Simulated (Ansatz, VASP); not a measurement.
One calculation of KMgPd3, two programs

INCAR

```
ALGO = Normal
EDIFF = 1E-7
EDIFFG = -0.04
ENCUT = 600
GGA = PE
GGA_COMPAT = False
IBRION = 2
ISIF = 3
ISMEAR = 0
LASPH = True
LCHARG = False
LREAL = False
LWAVE = False
NELM = 120
NELMIN = 4
NSW = 90
PREC = Accurate
SIGMA = 0.1
```

KPOINTS

```
k-points
0
Gamma
  6 6 2
```

Contents of POSCAR:

```
KMgPd3
1.0
    3.5428456900      0.0000000000      0.0000000000
    0.0000000000      3.5428456900      0.0000000000
    0.0000000000      0.0000000000      7.9697325200
K Mg Pd
1 1 3
Direct
    0.5000000000      0.5000000000      0.5000000000
    0.0000000000      0.0000000000      0.0000000000
    0.0000000000      0.0000000000      0.7192874700
    0.0000000000      0.0000000000      0.2807125300
    0.5000000000      0.5000000000      0.0000000000
```

Input for Ansatz:

```yaml
crystal:
  lattice:
    - [3.54284569, 0.0, 0.0]
    - [0.0, 3.54284569, 0.0]
    - [0.0, 0.0, 7.96973252]
  atoms:
    - { symbol: K, position: [0.5, 0.5, 0.5] }
    - { symbol: Mg, position: [0.0, 0.0, 0.0] }
    - { symbol: Pd, position: [0.0, 0.0, 0.71928747] }
    - { symbol: Pd, position: [0.0, 0.0, 0.28071253] }
    - { symbol: Pd, position: [0.5, 0.5, 0.0] }
basis:
  ecutwfc: 420
kpoints:
  mp_grid: { grid: [6, 6, 2] }
hamiltonian:
  xc: pbe
scf:
  occupations: { method: gaussian, width: 0.1 }
  lower_state_search: "off"
output:
  forces: true
  stress: true
  eigenvalues: true
relax:
  adjacent_minimum: "off"
  f_tol: 0.04
  max_steps: 70
  cell: { stress_tol: 0.4 }
```

Alike in both runs: task relaxation of cell and atoms; functional PBE; k mesh 6 × 6 × 2; occupations gaussian, width 0.1 eV; no spin polarisation.

```csv
,VASP,Ansatz
version,VASP 6.6.1,Ansatz 0.2.0
potentials or method,"VASP PAW PBE potentials, release 64 (K_sv, Mg, Pd), cutoff 600 eV","scalar-relativistic, plane waves, PAW"
valence electrons in the cell,41,73
```

VASP gave:

```
gap on the k mesh at the Fermi level, each at its own relaxed structure (eV) : none
relaxed volume (Å³/atom)                                                     : 22.77
relaxed length of the cell vector where the two differ most in proportion (Å)              : 9.191
```

Task: Which values does Ansatz return?

Result: gap on the k mesh at the Fermi level, each at its own relaxed structure (eV): none; relaxed volume (Å³/atom): 22.78; relaxed length of the cell vector where the two differ most in proportion (Å): 9.147.

A gap of «none» marks a metal or a gap that the smearing closes. VASP's potentials hold 41 valence electrons a cell and Ansatz's 73, so a difference there can come from the potentials and not from the codes.

The k mesh is coarse, so the values compare programs but aren't converged.
